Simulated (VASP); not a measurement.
# MgO in VASP: single point with PBE

Aim: the single point of MgO with PBE.

All numbers are computed with VASP 6.6.1; they aren't measurements. Logs are shortened: lines on timing, memory, paths and dates and some standing lists are left out, and cuts for length are marked.

## 1. The cell of the first run

The cell holds a slab with vacuum, 32 atoms: a = 6.016 Å, b = 6.016 Å, c = 23.381 Å, α = 90.00°, β = 90.00°, γ = 90.00°.

## 2. Single point, PBE

Contents of INCAR:

```
SYSTEM = MgO
PREC     = Accurate       ! precision mode
ENCUT    = 520            ! plane-wave cutoff, eV
EDIFF    = 1E-6           ! SCF threshold, eV
ISMEAR   = 0              ! smearing method
SIGMA    = 0.05           ! smearing width, eV
LREAL    = Auto         
LASPH    = .TRUE.         ! aspherical terms in the spheres
NELM     = 60             ! most SCF steps
ALGO     = Normal         ! electronic algorithm
ISIF     = 2              ! what is computed and relaxed
LWAVE    = .FALSE.        ! write WAVECAR
LCHARG   = .FALSE.        ! write CHGCAR
LDIPOL   = .TRUE.       
IDIPOL   = 3            
DIPOL    = 0.5 0.5 0.500
GGA      = PE             ! functional
NBANDS   = 86             ! bands
```

Contents of KPOINTS:

```
regular mesh
0
G
  5 5 1
  0 0 0
```

Contents of POSCAR:

```
MgO
1.0
    6.0156466191      0.0000000000      0.0000000000
    0.0000000000      6.0156466191      0.0000000000
    0.0000000000      0.0000000000     23.3805567764
Mg O
16 16
Direct
    0.2500000000      0.2500000000      0.3635499394
    0.2500000000      0.7500000000      0.3635499394
    0.7500000000      0.2500000000      0.3635499394
    0.7500000000      0.7500000000      0.3635499394
    0.5000000000      0.5000000000      0.4545166465
    0.5000000000      0.0000000000      0.4545166465
    0.0000000000      0.5000000000      0.4545166465
    0.0000000000      0.0000000000      0.4545166465
    0.7500000000      0.7500000000      0.5457080186
    0.7500000000      0.2500000000      0.5457080186
    0.2500000000      0.7500000000      0.5457080186
    0.2500000000      0.2500000000      0.5457080186
    0.0000000000      0.0000000000      0.6354495702
    0.0000000000      0.5000000000      0.6354495702
    0.5000000000      0.0000000000      0.6354495702
    0.5000000000      0.5000000000      0.6354495702
    0.5000000000      0.5000000000      0.3635499394
    0.5000000000      0.0000000000      0.3635499394
    0.0000000000      0.5000000000      0.3635499394
    0.0000000000      0.0000000000      0.3635499394
    0.7500000000      0.7500000000      0.4545166465
    0.7500000000      0.2500000000      0.4545166465
    0.2500000000      0.7500000000      0.4545166465
    0.2500000000      0.2500000000      0.4545166465
    0.0000000000      0.0000000000      0.5452989965
    0.0000000000      0.5000000000      0.5452989965
    0.5000000000      0.0000000000      0.5452989965
    0.5000000000      0.5000000000      0.5452989965
    0.2500000000      0.2500000000      0.6375256171
    0.2500000000      0.7500000000      0.6375256171
    0.7500000000      0.2500000000      0.6375256171
    0.7500000000      0.7500000000      0.6375256171
```

Potentials or basis: VASP PAW PBE potentials, release 64 (Mg, O).

The run is started by

```
cat potpaw_PBE.64/Mg/POTCAR potpaw_PBE.64/O/POTCAR > POTCAR
mpirun -np 1 vasp_std > vasp.out
```

OUTCAR:

```text
SYSTEM = MgO
   PREC = Accurate
   ENCUT = 520
   EDIFF = 1E-6
   ISMEAR = 0
   LREAL = Auto
   LASPH = .TRUE.
   NELM = 60
   ISIF = 2
   GGA = PE

 ion  position               nearest neighbor table
   1  0.250  0.250  0.364-  17 2.13  18 2.13  19 2.13  20 2.13  24 2.13   3 3.01   2 3.01   2 3.01
                             3 3.01   8 3.01   5 3.01   6 3.01   7 3.01
   2  0.250  0.750  0.364-  17 2.13  18 2.13  19 2.13  20 2.13  23 2.13   4 3.01   1 3.01   1 3.01
                             4 3.01   8 3.01   5 3.01   6 3.01   7 3.01
   3  0.750  0.250  0.364-  17 2.13  18 2.13  19 2.13  20 2.13  22 2.13   4 3.01   1 3.01   4 3.01
                             1 3.01   8 3.01   5 3.01   6 3.01   7 3.01
   4  0.750  0.750  0.364-  17 2.13  18 2.13  19 2.13  20 2.13  21 2.13   3 3.01   2 3.01   3 3.01
                             2 3.01   8 3.01   5 3.01   6 3.01   7 3.01
   5  0.500  0.500  0.455-  28 2.12  22 2.13  23 2.13  24 2.13  21 2.13  17 2.13   6 3.01   7 3.01
                             6 3.01   7 3.01   3 3.01   4 3.01   1 3.01   2 3.01   9 3.01  10 3.01
   6  0.500  0.000  0.455-  27 2.12  22 2.13  23 2.13  24 2.13  21 2.13  18 2.13   5 3.01   8 3.01
                             5 3.01   8 3.01   3 3.01   4 3.01   1 3.01   2 3.01   9 3.01  10 3.01
   7  0.000  0.500  0.455-  26 2.12  22 2.13  23 2.13  24 2.13  21 2.13  19 2.13   5 3.01   8 3.01
                             8 3.01   5 3.01   3 3.01   4 3.01   1 3.01   2 3.01   9 3.01  10 3.01
   8  0.000  0.000  0.455-  25 2.12  22 2.13  23 2.13  24 2.13  21 2.13  20 2.13   6 3.01   7 3.01
                             7 3.01   6 3.01   3 3.01   4 3.01   1 3.01   2 3.01   9 3.01  10 3.01
   9  0.750  0.750  0.546-  25 2.13  26 2.13  27 2.13  28 2.13  21 2.13  32 2.15  15 2.99  16 2.99
[... 38 lines left out ...]
 A1 = (   6.0156466191,   0.0000000000,   0.0000000000)
 A2 = (   0.0000000000,   6.0156466191,   0.0000000000)
 A3 = (   0.0000000000,   0.0000000000,  23.3805567764)

Analysis of symmetry for initial positions (statically):
=====================================================================
 Subroutine PRICEL returns following result:

  LATTYP: Found a simple tetragonal cell.
 ALAT       =     3.0078233095
 C/A-ratio  =     7.7732480835

  Lattice vectors:

 A1 = (   3.0078233095,   0.0000000000,   0.0000000000)
 A2 = (   0.0000000000,   3.0078233095,   0.0000000000)
 A3 = (   0.0000000000,   0.0000000000,  23.3805567764)

   4 primitive cells build up your supercell.

 Routine SETGRP: Setting up the symmetry group for a
 simple tetragonal supercell.

 Subroutine GETGRP returns: Found  8 space group operations
 (whereof  8 operations were pure point group operations)
 out of a pool of 16 trial point group operations.

The static configuration has the point symmetry C_4v.

Analysis of symmetry for dynamics (positions and initial velocities):
=====================================================================
 Subroutine PRICEL returns following result:

  LATTYP: Found a simple tetragonal cell.
 ALAT       =     3.0078233095
 C/A-ratio  =     7.7732480835

  Lattice vectors:

 A1 = (   3.0078233095,   0.0000000000,   0.0000000000)
 A2 = (   0.0000000000,   3.0078233095,   0.0000000000)
 A3 = (   0.0000000000,   0.0000000000,  23.3805567764)

   4 primitive cells build up your supercell.

 Routine SETGRP: Setting up the symmetry group for a
 simple tetragonal supercell.

 Subroutine GETGRP returns: Found  8 space group operations
 (whereof  8 operations were pure point group operations)
 out of a pool of 16 trial point group operations.

The dynamic configuration has the point symmetry C_4v.

 Subroutine INISYM returns: Found  8 space group operations
 (whereof  8 operations are pure point group operations),
 and found     4 'primitive' translations

----------------------------------------------------------------------------------------

                                     Primitive cell

  volume of cell :     211.5239

  direct lattice vectors                    reciprocal lattice vectors
     3.007823310  0.000000000  0.000000000     0.332466338  0.000000000  0.000000000
     0.000000000  3.007823310  0.000000000     0.000000000  0.332466338  0.000000000
     0.000000000  0.000000000 23.380556776     0.000000000  0.000000000  0.042770581

  length of vectors
     3.007823310  3.007823310 23.380556776     0.332466338  0.332466338  0.042770581

  position of ions in fractional coordinates (direct lattice)
[... 28 lines left out ...]
 Generating k-lattice:

  Cartesian coordinates                     Fractional coordinates (reciprocal lattice)
     0.033246634  0.000000000  0.000000000     0.200000000  0.000000000  0.000000000
     0.000000000  0.033246634  0.000000000     0.000000000  0.200000000  0.000000000
     0.000000000  0.000000000  0.042770581     0.000000000  0.000000000  1.000000000

  Length of vectors
     0.033246634  0.033246634  0.042770581

  Shift w.r.t. Gamma in fractional coordinates (k-lattice)
     0.000000000  0.000000000  0.000000000

 Subroutine IBZKPT returns following result:
 ===========================================

 Found      6 irreducible k-points:

 Following reciprocal coordinates:
            Coordinates               Weight
  0.000000  0.000000  0.000000      1.000000
  0.200000  0.000000  0.000000      4.000000
  0.400000  0.000000  0.000000      4.000000
  0.200000  0.200000  0.000000      4.000000
  0.400000  0.200000  0.000000      8.000000
  0.400000  0.400000  0.000000      4.000000
   k-points           NKPTS =      6   k-points in BZ     NKDIM =      6   number of bands    NBANDS=     86
   number of dos      NEDOS =    301   number of ions     NIONS =     32
   total plane-waves  NPLWV = 414720
   dimension x,y,z NGX =    48 NGY =   48 NGZ =  180
   dimension x,y,z NGXF=    96 NGYF=   96 NGZF=  360
   ions per type =              16  16
   NGX,Y,Z   is equivalent  to a cutoff of  13.27, 13.27, 12.80 a.u.
   NGXF,Y,Z  is equivalent  to a cutoff of  26.53, 26.53, 25.60 a.u.
 SYSTEM =  MgO
   PREC   = accura    normal or accurate (medium, high low for compatibility)
   ISTART =      0    job   : 0-new  1-cont  2-samecut
   ICHARG =      2    charge: 1-file 2-atom 10-const
   ISPIN  =      1    spin polarized calculation?
   LNONCOLLINEAR =      F non collinear calculations
   LSORBIT =      F    spin-orbit coupling
   LASPH  =      T    aspherical Exc in radial PAW
   ENCUT  =  520.0 eV  38.22 Ry    6.18 a.u.  11.19 11.19 43.47*2*pi/ulx,y,z
   NELM   =     60;   NELMIN=  2; NELMDL= -5     # of ELM steps
   EDIFF  = 0.1E-05   stopping-criterion for ELM
   LREAL  =      T    real-space projection
   EDIFFG = 0.1E-04   stopping-criterion for IOM
   NSW    =      0    number of steps for IOM
   IBRION =     -1    ionic relax: 0-MD 1-quasi-New 2-CG
   NFREE  =      0    steps in history (QN), initial steepest desc. (CG)
   ISIF   =      2    stress and relaxation
   ISYM   =      2    0-nonsym 1-usesym 2-fastsym
   POTIM  = 0.5000    time-step for ionic-motion
   TEBEG  =    0.0;   TEEND  =   0.0 temperature during run
   PSTRESS=    0.0 pullay stress
   NELECT =     128.0000    total number of electrons
   NUPDOWN=      -1.0000    fix difference up-down
   EMIN   =  10.00;   EMAX   =-10.00  energy-range for DOS
   EFERMI =   0.00;   METHOD = LEGACY
   ISMEAR =     0;   SIGMA  =   0.05  broadening in eV -4-tet -1-fermi 0-gaus
   EFERMI_NEDOS =   21; number of points for ismear=-14 and -15
   IALGO  =     38    algorithm
   IMIX   =      4    mixing-type and parameters
     AMIX     =   0.40;   BMIX     =  1.00
     AMIX_MAG =   1.60;   BMIX_MAG =  1.00
  volume/ion in A,a.u.               =      26.44       178.43
  Fermi-wavevector in a.u.,A,eV,Ry     =   0.872312  1.648430 10.353048  0.760928
  Thomas-Fermi vector in A             =   1.991543
   LORBIT       =      0    0 simple, 1 ext, 2 COOP (PROOUT), +10 PAW based schemes
   GGA     = PE    functional components
   LHFCALC =     F    Hartree Fock is set to
   AEXX    =    0.0000 exact exchange contribution
   IVDW    =     0    specifies the selected vdW correction
   LEPSILON=     F    determine dielectric tensor
   LRPA    =     F    only Hartree local field effects (RPA)
 non-spin polarized calculation
 Gauss-broadening in eV      SIGMA  =   0.05
  energy-cutoff  :      520.00
  volume of cell :      846.10
 maximum number of plane-waves:     22806
 NGX is ok and might be reduce to    48
   NGX = 23   NGY = 23   NGZ = 87

 number of electron     127.9999998 magnetization

 dipolmoment           0.000000      0.000000      0.079109 electrons x Angstroem

 Free energy of the ion-electron system (eV)
  ---------------------------------------------------
  ext. energy  EPLUGINS =         0.00000000
  ---------------------------------------------------
  free energy    TOTEN  =      -186.46442365 eV

  energy without entropy =     -186.46442365  energy(sigma->0) =     -186.46442365

 E-fermi :  -1.8727     XC(G=0):  -4.6306

 val. band max:       -2.1152914558   @ k =   0.0000   0.0000   0.0000
 cond. band min:       1.1724848777   @ k =   0.0000   0.0000   0.0000
 fundamental gap:      3.2877763335
 Fermi energy:        -1.8727083309

 k-point     1 :       0.0000    0.0000    0.0000
  band No.  band energies     occupation
      1     -18.9947      2.00000
      2     -18.4902      2.00000
      3     -18.0581      2.00000
      4     -18.0581      2.00000
      5     -17.9836      2.00000
      6     -17.9836      2.00000
[... 463 lines left out ...]
     75       5.1440      0.00000
     76       5.1440      0.00000
 [bands above 76 left out]

------------------------ aborting loop because EDIFF is reached ----------------------------------------

 vacuum level on the upper side and lower side of the slab       (xc-potential included)         0.051        -0.328

  FORCE on cell =-STRESS in cart. coord.  units (eV):
  Direction    XX          YY          ZZ          XY          YZ          ZX
  --------------------------------------------------------------------------------------
  -------------------------------------------------------------------------------------
  Total      -16.3556774    -16.3556774     -0.9617552      0.0000000      0.0000000      0.0000000
  in kB      -30.9713144    -30.9713144     -1.8211917      0.0000000      0.0000000      0.0000000
  external PRESSURE =     -21.2546068 kB  Pullay stress =       0.0000000 kB

 VOLUME and BASIS-vectors are now :
 -----------------------------------------------------------------------------
  energy-cutoff  :      520.00
  volume of cell :      846.10
      direct lattice vectors                 reciprocal lattice vectors
     6.015646619  0.000000000  0.000000000     0.166233169  0.000000000  0.000000000
     0.000000000  6.015646619  0.000000000     0.000000000  0.166233169  0.000000000
     0.000000000  0.000000000 23.380556776     0.000000000  0.000000000  0.042770581

 POSITION                                       TOTAL-FORCE (eV/Angst)
 -----------------------------------------------------------------------------------
      1.50391      1.50391      8.50000         0.000000      0.000000      0.468477
      1.50391      4.51173      8.50000         0.000000     -0.000000      0.468477
      4.51173      1.50391      8.50000         0.000000     -0.000000      0.468477
      4.51173      4.51173      8.50000         0.000000      0.000000      0.468477
      3.00782      3.00782     10.62685        -0.000000      0.000000     -0.014241
      3.00782      0.00000     10.62685         0.000000     -0.000000     -0.014241
[... 24 lines left out ...]
      4.51173      1.50391     14.90570        -0.000000     -0.000000      0.008752
      4.51173      4.51173     14.90570        -0.000000     -0.000000      0.008752
 -----------------------------------------------------------------------------------
    total drift:                                0.000000      0.000000     -0.014178

  FREE ENERGIE OF THE ION-ELECTRON SYSTEM (eV)
  ---------------------------------------------------
  free  energy   TOTEN  =      -186.4644236527 eV

  energy  without entropy=     -186.4644236527  energy(sigma->0) =     -186.46442365

 vacuum level on the upper side and lower side of the slab         3.013         2.626
```

It took 17 min on 1 thread of Intel Xeon Platinum 8259CL at 2.50GHz (Skylake/Cascade Lake), shared host; peak memory 0.91 GiB.

What came out:

```
Free energy            : -186.4644 eV
Largest force          : 0.468 eV/Å
Band gap on the k mesh : 3.29 eV
```

Forces in eV/Å, atoms in the order of the input:
```
Mg   0.000  0.000  0.468
Mg   0.000  0.000  0.468
Mg   0.000  0.000  0.468
Mg   0.000  0.000  0.468
Mg   0.000  0.000 -0.014
Mg   0.000  0.000 -0.014
Mg   0.000  0.000 -0.014
Mg   0.000  0.000 -0.014
Mg   0.000  0.000 -0.025
Mg   0.000  0.000 -0.025
Mg   0.000  0.000 -0.025
Mg   0.000  0.000 -0.025
Mg   0.000  0.000 -0.037
Mg   0.000  0.000 -0.037
Mg   0.000  0.000 -0.037
Mg   0.000  0.000 -0.037
O    0.000  0.000 -0.448
O    0.000  0.000 -0.448
O    0.000  0.000 -0.448
O    0.000  0.000 -0.448
O    0.000  0.000  0.028
O    0.000  0.000  0.028
O    0.000  0.000  0.028
O    0.000  0.000  0.028
O    0.000  0.000  0.020
O    0.000  0.000  0.020
O    0.000  0.000  0.020
O    0.000  0.000  0.020
O    0.000  0.000  0.009
O    0.000  0.000  0.009
O    0.000  0.000  0.009
O    0.000  0.000  0.009
```

Levels at points of the mesh, in eV from the valence-band top:
```
           k point  band 61  band 62  band 63  band 64  band 65  band 66  band 67  band 68
(0.00, 0.00, 0.00)    -0.22    -0.22     0.00     0.00     3.29     3.74     4.98     5.63
```
